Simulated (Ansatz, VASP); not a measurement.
**Two plane-wave programs on Mg2Ti3O3**

```
CELL_PARAMETERS angstrom
6.53640 0.00000 0.00000
-3.26820 5.66069 0.00000
0.00000 0.00000 2.77843
ATOMIC_POSITIONS crystal
Mg 0.00000 0.00000 0.50000
Mg 0.66667 0.33333 0.00000
Ti 0.58960 0.79480 0.00000
Ti 0.20520 0.79480 0.00000
Ti 0.20520 0.41040 0.00000
O 0.99610 0.49805 0.50000
O 0.50195 0.49805 0.50000
O 0.50195 0.00390 0.50000
```

Alike in both runs: task single point; functional r2SCAN; k mesh 6 × 6 × 12; occupations gaussian, width 0.1 eV; no spin polarisation.

|  | VASP | Ansatz |
| --- | --- | --- |
| version | VASP 6.6.1 | Ansatz 0.2.0 |
| potentials or method | VASP PAW PBE potentials, release 64 (Mg, Ti_sv, O), cutoff 520 eV | scalar-relativistic, plane waves, PAW |
| valence electrons in the cell | 58 | 74 |

|  | VASP | Ansatz | Ansatz less VASP |
| --- | --- | --- | --- |
| gap on the k mesh at the Fermi level (eV) | none | none | - |
| pressure (GPa) | -2.2 | -2.6 | -0.43 |
| traceless stress, the component that is largest in VASP (GPa) | -1.14 | -1.12 | +0.023 |
| rms of the force components (eV/Å) | 0.059 | 0.030 | -0.0292 |

VASP's potentials were made for PBE, not for r2SCAN. Atom by atom the forces differ by 0.053 eV/Å (rms over components). A gap of «none» marks a metal or a gap that the smearing closes. The functional is the same, so the differences come from potentials, cutoffs and numerics. VASP's potentials hold 58 valence electrons a cell and Ansatz's 74, so a difference there can come from the potentials and not from the codes.
